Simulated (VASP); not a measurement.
# W in VASP: further runs

The runs below take W through single point, with PBEsol.

Everything below comes from runs of VASP 6.6.1. Logs are shortened: lines on timing, memory, paths and dates and some standing lists are left out, and cuts for length are marked.

### 1 The cell of the first run

It takes space group Pbcm (No. 57, orthorhombic). The conventional cell has a = 2.847 Å, b = 4.928 Å, c = 4.988 Å, α = 90.00°, β = 90.00°, γ = 90.00°. Within 3.6 Å of W (site symmetry m) lie 12 W at 2.73 to 3.10 Å.

### 2 Single point, PBEsol (volume scaled by 1.04)

Input file INCAR:

```
PREC = Accurate ; ENCUT = 520
EDIFF = 1E-6 ; ISMEAR = -1
SIGMA = 0.05 ; LREAL = F
LASPH = T ; NELM = 80
ALGO = Fast ; ISIF = 2
LWAVE = F ; LCHARG = T
GGA = PS ; LELF = T
LVHAR = T ; NBANDS = 36
```

Input file KPOINTS:

```
Automatic mesh
0
Gamma
  9 6 6
```

Input file POSCAR:

```
W
1.0
    2.8466354769      0.0000000000      0.0000000000
    0.0000000000      4.9278756295      0.0000000000
    0.0000000000      0.0000000000      4.9884878908
W
4
Direct
    0.7931720000      0.9368430000      0.7500000000
    0.2068280000      0.4368430000      0.7500000000
    0.2068280000      0.0631570000      0.2500000000
    0.7931720000      0.5631570000      0.2500000000
```

Potentials or basis: VASP PAW PBE potentials, release 64 (W_sv).

Started as:

```
cat potpaw_PBE.64/W_sv/POTCAR > POTCAR
mpirun -np 1 vasp_std > vasp.out
```

OUTCAR:

```text
PREC = Accurate
   ENCUT = 520
   EDIFF = 1E-6
   ISMEAR = -1
   LREAL = F
   LASPH = T
   NELM = 80
   ISIF = 2
   GGA = PS

 ion  position               nearest neighbor table
   1  0.793  0.937  0.750-   2 2.73   2 2.73   3 2.83   3 2.83   2 2.98   2 2.98   3 3.07   3 3.07
                             4 3.10   4 3.10
   2  0.207  0.437  0.750-   1 2.73   1 2.73   4 2.83   4 2.83   1 2.98   1 2.98   4 3.07   4 3.07
                             3 3.10   3 3.10
   3  0.207  0.063  0.250-   4 2.73   4 2.73   1 2.83   1 2.83   4 2.98   4 2.98   1 3.07   1 3.07
                             2 3.10   2 3.10
   4  0.793  0.563  0.250-   3 2.73   3 2.73   2 2.83   2 2.83   3 2.98   3 2.98   2 3.07   2 3.07
                             1 3.10   1 3.10

  LATTYP: Found a simple orthorhombic cell.
 ALAT       =     2.8466354769
 B/A-ratio  =     1.7311228183
 C/A-ratio  =     1.7524154151

  Lattice vectors:

 A1 = (   2.8466354769,   0.0000000000,   0.0000000000)
 A2 = (   0.0000000000,   4.9278756295,   0.0000000000)
 A3 = (   0.0000000000,   0.0000000000,   4.9884878908)

Analysis of symmetry for initial positions (statically):
=====================================================================
 Subroutine PRICEL returns:
 Original cell was already a primitive cell.

 Routine SETGRP: Setting up the symmetry group for a
 simple orthorhombic supercell.

 Subroutine GETGRP returns: Found  8 space group operations
 (whereof  2 operations were pure point group operations)
 out of a pool of  8 trial point group operations.

The static configuration has the point symmetry S_2 .
 The point group associated with its full space group is D_2h.

Analysis of symmetry for dynamics (positions and initial velocities):
=====================================================================
 Subroutine PRICEL returns:
 Original cell was already a primitive cell.

 Routine SETGRP: Setting up the symmetry group for a
 simple orthorhombic supercell.

 Subroutine GETGRP returns: Found  8 space group operations
 (whereof  2 operations were pure point group operations)
 out of a pool of  8 trial point group operations.

The dynamic configuration has the point symmetry S_2 .
 The point group associated with its full space group is D_2h.

 Subroutine INISYM returns: Found  8 space group operations
 (whereof  2 operations are pure point group operations),
 and found     1 'primitive' translations

----------------------------------------------------------------------------------------

                                     Primitive cell

  volume of cell :      69.9778

  direct lattice vectors                    reciprocal lattice vectors
     2.846635477  0.000000000  0.000000000     0.351291905  0.000000000  0.000000000
     0.000000000  4.927875629  0.000000000     0.000000000  0.202927199  0.000000000
     0.000000000  0.000000000  4.988487891     0.000000000  0.000000000  0.200461547

  length of vectors
     2.846635477  4.927875629  4.988487891     0.351291905  0.202927199  0.200461547

  position of ions in fractional coordinates (direct lattice)
     0.793172000  0.936843000  0.750000000
     0.206828000  0.436843000  0.750000000
     0.206828000  0.063157000  0.250000000
     0.793172000  0.563157000  0.250000000

  ion indices of the primitive-cell ions
   primitive index   ion index
                 1           1
                 2           2
                 3           3
                 4           4

----------------------------------------------------------------------------------------

 KPOINTS: Automatic mesh

Automatic generation of k-mesh.
 Grid dimensions read from file:
 generate k-points for:    9    6    6

 Generating k-lattice:

  Cartesian coordinates                     Fractional coordinates (reciprocal lattice)
     0.039032434  0.000000000  0.000000000     0.111111111  0.000000000  0.000000000
     0.000000000  0.033821200  0.000000000     0.000000000  0.166666667  0.000000000
     0.000000000  0.000000000  0.033410258     0.000000000  0.000000000  0.166666667

  Length of vectors
     0.039032434  0.033821200  0.033410258

  Shift w.r.t. Gamma in fractional coordinates (k-lattice)
     0.000000000  0.000000000  0.000000000

 Subroutine IBZKPT returns following result:
 ===========================================

 Found     80 irreducible k-points:

 Following reciprocal coordinates:
            Coordinates               Weight
  0.000000  0.000000  0.000000      1.000000
  0.111111  0.000000  0.000000      2.000000
  0.222222  0.000000  0.000000      2.000000
  0.333333  0.000000  0.000000      2.000000
  0.444444  0.000000  0.000000      2.000000
  0.000000  0.166667  0.000000      2.000000
[... 16 lines left out ...]
  0.222222  0.000000  0.166667      4.000000
  0.333333  0.000000  0.166667      4.000000
 [... further k-points ...]
   k-points           NKPTS =     80   k-points in BZ     NKDIM =     80   number of bands    NBANDS=     36
   number of dos      NEDOS =    301   number of ions     NIONS =      4
   total plane-waves  NPLWV =  38400
   dimension x,y,z NGX =    24 NGY =   40 NGZ =   40
   dimension x,y,z NGXF=    48 NGYF=   80 NGZF=   80
   ions per type =               4
   NGX,Y,Z   is equivalent  to a cutoff of  14.02, 13.49, 13.33 a.u.
   NGXF,Y,Z  is equivalent  to a cutoff of  28.03, 26.99, 26.66 a.u.
 SYSTEM =  unknown system
   PREC   = accura    normal or accurate (medium, high low for compatibility)
   ISTART =      0    job   : 0-new  1-cont  2-samecut
   ICHARG =      2    charge: 1-file 2-atom 10-const
   ISPIN  =      1    spin polarized calculation?
   LNONCOLLINEAR =      F non collinear calculations
   LSORBIT =      F    spin-orbit coupling
   LASPH  =      T    aspherical Exc in radial PAW
   ENCUT  =  520.0 eV  38.22 Ry    6.18 a.u.   5.29  9.16  9.28*2*pi/ulx,y,z
   NELM   =     80;   NELMIN=  2; NELMDL= -5     # of ELM steps
   EDIFF  = 0.1E-05   stopping-criterion for ELM
   LREAL  =      F    real-space projection
   EDIFFG = 0.1E-04   stopping-criterion for IOM
   NSW    =      0    number of steps for IOM
   IBRION =     -1    ionic relax: 0-MD 1-quasi-New 2-CG
   NFREE  =      0    steps in history (QN), initial steepest desc. (CG)
   ISIF   =      2    stress and relaxation
   ISYM   =      2    0-nonsym 1-usesym 2-fastsym
   POTIM  = 0.5000    time-step for ionic-motion
   TEBEG  =    0.0;   TEEND  =   0.0 temperature during run
   PSTRESS=    0.0 pullay stress
   NELECT =      56.0000    total number of electrons
   NUPDOWN=      -1.0000    fix difference up-down
   EMIN   =  10.00;   EMAX   =-10.00  energy-range for DOS
   EFERMI =   0.00;   METHOD = LEGACY
   ISMEAR =    -1;   SIGMA  =   0.05  broadening in eV -4-tet -1-fermi 0-gaus
   EFERMI_NEDOS =   21; number of points for ismear=-14 and -15
   IALGO  =     68    algorithm
   IMIX   =      4    mixing-type and parameters
     AMIX     =   0.40;   BMIX     =  1.00
     AMIX_MAG =   1.60;   BMIX_MAG =  1.00
  volume/ion in A,a.u.               =      17.49       118.06
  Fermi-wavevector in a.u.,A,eV,Ry     =   1.519908  2.872210 31.431100  2.310121
  Thomas-Fermi vector in A             =   2.628830
   LORBIT       =      0    0 simple, 1 ext, 2 COOP (PROOUT), +10 PAW based schemes
   GGA     = PS    functional components
   LHFCALC =     F    Hartree Fock is set to
   AEXX    =    0.0000 exact exchange contribution
   IVDW    =     0    specifies the selected vdW correction
   LEPSILON=     F    determine dielectric tensor
   LRPA    =     F    only Hartree local field effects (RPA)
 non-spin polarized calculation
 RMM-DIIS sequential band-by-band and
  energy-cutoff  :      520.00
  volume of cell :       69.98
 maximum number of plane-waves:      1902
 NGX is ok and might be reduce to    24
   NGX = 11   NGY = 19   NGZ = 19

 number of electron      56.0000001 magnetization

 Free energy of the ion-electron system (eV)
  ---------------------------------------------------
  ext. energy  EPLUGINS =         0.00000000
  ---------------------------------------------------
  free energy    TOTEN  =       -52.85124027 eV

  energy without entropy =      -52.82348412  energy(sigma->0) =      -52.83736220

 E-fermi :   9.6171     XC(G=0): -13.1826

 val. band max:        9.6168806736   @ k =   0.1111   0.1667   0.1667
 cond. band min:       9.6179028425   @ k =   0.3333   0.5000   0.0000
 fundamental gap:      0.0010221688
 Fermi energy:         9.6171414368

 k-point     1 :       0.0000    0.0000    0.0000
  band No.  band energies     occupation
      1     -64.2725      2.00000
      2     -64.2084      2.00000
      3     -64.1802      2.00000
      4     -64.1394      2.00000
      5     -28.9486      2.00000
      6     -28.9076      2.00000
[... 28 lines left out ...]
     35      13.5143      0.00000
     36      13.8758      0.00000

 k-point     2 :       0.1111    0.0000    0.0000
  band No.  band energies     occupation
      1     -64.2653      2.00000
      2     -64.2036      2.00000
      3     -64.1766      2.00000
      4     -64.1382      2.00000
      5     -28.9187      2.00000
      6     -28.8813      2.00000
[... 28 lines left out ...]
     35      13.0603      0.00000
     36      13.4465      0.00000

 k-point     3 :       0.2222    0.0000    0.0000
  band No.  band energies     occupation
      1     -64.2465      2.00000
      2     -64.1913      2.00000
      3     -64.1677      2.00000
      4     -64.1358      2.00000
      5     -28.8373      2.00000
      6     -28.8093      2.00000
[... 28 lines left out ...]
     35      12.6356      0.00000
     36      13.1927      0.00000
[... 742 lines left out ...]
 k-point    23 :       0.2222    0.0000    0.1667
  band No.  band energies     occupation
      1     -64.2428      2.00000
      2     -64.1950      2.00000
      3     -64.1655      2.00000
      4     -64.1380      2.00000
      5     -28.8423      2.00000
      6     -28.7724      2.00000
[... 28 lines left out ...]
     35      12.1765      0.00000
     36      13.1534      0.00000

 k-point    24 :       0.3333    0.0000    0.1667
  band No.  band energies     occupation
      1     -64.2201      2.00000
      2     -64.1801      2.00000
      3     -64.1563      2.00000
      4     -64.1365      2.00000
      5     -28.7310      2.00000
      6     -28.7073      2.00000
[... 28 lines left out ...]
     35      12.5471      0.00000
     36      13.1859      0.00000

 [... further k-points ...]

------------------------ aborting loop because EDIFF is reached ----------------------------------------

  FORCE on cell =-STRESS in cart. coord.  units (eV):
  Direction    XX          YY          ZZ          XY          YZ          ZX
  --------------------------------------------------------------------------------------
  -------------------------------------------------------------------------------------
  Total       -8.5137180     -8.7755959     -8.1573501     -0.0000000      0.0000000      0.0000000
  in kB     -194.9258005   -200.9216243   -186.7665792     -0.0000000      0.0000000      0.0000000
  external PRESSURE =    -194.2046680 kB  Pullay stress =       0.0000000 kB

 VOLUME and BASIS-vectors are now :
 -----------------------------------------------------------------------------
  energy-cutoff  :      520.00
  volume of cell :       69.98
      direct lattice vectors                 reciprocal lattice vectors
     2.846635477  0.000000000  0.000000000     0.351291905  0.000000000  0.000000000
     0.000000000  4.927875629  0.000000000     0.000000000  0.202927199  0.000000000
     0.000000000  0.000000000  4.988487891     0.000000000  0.000000000  0.200461547

 POSITION                                       TOTAL-FORCE (eV/Angst)
 -----------------------------------------------------------------------------------
      2.25787      4.61665      3.74137         0.132692      0.071498      0.000000
      0.58876      2.15271      3.74137        -0.132692      0.071498     -0.000000
      0.58876      0.31123      1.24712        -0.132692     -0.071498      0.000000
      2.25787      2.77517      1.24712         0.132692     -0.071498      0.000000
 -----------------------------------------------------------------------------------
    total drift:                                0.000000     -0.000000     -0.000000

  FREE ENERGIE OF THE ION-ELECTRON SYSTEM (eV)
  ---------------------------------------------------
  free  energy   TOTEN  =       -52.8512402707 eV

  energy  without entropy=      -52.8234841223  energy(sigma->0) =      -52.83736220
```

Run time: 6.5 min. Hardware: 1 thread of Intel Xeon 8259CL, shared host; peak memory 0.28 GiB.

Results:

```yaml
Free_energy: -52.8512 eV
Pressure: -19.4 GPa
Largest_force: 0.151 eV/Å
Band_gap_on_the_k_mesh: zero (band 28 reaches 10.43 eV, above the bottom of band 29 at 9.28 eV)
```

Forces in eV/Å, atoms in the order of the input:
```
W    0.133  0.071  0.000
W   -0.133  0.071  0.000
W   -0.133 -0.071  0.000
W    0.133 -0.071  0.000
```

Caveat: the PAW data sets were made with another functional, which shifts forces and pressure a little; spin-orbit coupling is left out, which moves the levels of the heavy elements.

(Continued in part 2 of 2.)
